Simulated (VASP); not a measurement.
The system is Rh.

```
Rh
1.0
     2.68919    0.00000    0.00000
    -1.34460    2.32891    0.00000
     0.00000    0.00000    8.78291
Rh
4
Cartesian
  0.0000 0.0000 0.0000
  0.0000 0.0000 4.3915
  0.0000 1.5526 2.1957
  1.3446 0.7763 6.5872
```

This isn't the form of Rh at room conditions, which is fcc.

| Item | Value |
| --- | --- |
| Program | VASP 6.6.1 |
| Task | relaxation of cell and atoms |
| Functional | LDA |
| Potentials or basis | VASP PAW LDA potentials, release 64 (Rh_pv) |
| Cutoff | 600 eV |
| k mesh | 13 × 13 × 4 |
| Occupations | fermi-dirac, width 0.1 eV |
| Spin | no spin polarisation |

At the start: pressure -9.7 GPa; volume 13.75 Å³/atom.

Q: Where does the relaxation end?

A: Over 8 steps the energy falls by 14.3 meV/atom and the volume is 13.30 Å³/atom (-3.3 %); space group P6_3/mmc (No. 194, to 0.1 Å) before and after.

Step by step:
```tsv
step	energy change (eV)	largest force (eV/Å)	pressure (GPa)	volume (Å³)
1	0.0000	0.0000	-9.72	55.01
2	0.4022	0.0000	35.33	48.63
3	-0.0570	0.0000	-0.37	53.25
4	-0.0570	0.0000	-0.06	53.19
5	-0.0570	0.0000	0.16	53.16
6	-0.0570	0.0000	-0.38	53.24
7	-0.0570	0.0000	-0.04	53.19
8	-0.0570	0.0000	-0.01	53.19
```

Final structure:
```xyz
4
Lattice="2.6604 0.0000 0.0000 -1.3302 2.3040 0.0000 0.0000 0.0000 8.6769" Properties=species:S:1:pos:R:3 pbc="T T T"
Rh   -1.3302    2.3040    0.0000
Rh    0.0000    0.0000    4.3385
Rh    0.0000    1.5360    2.1692
Rh    1.3302    0.7680    6.5077
```

Caveat: the highest band is partly filled, so the run has too few bands.
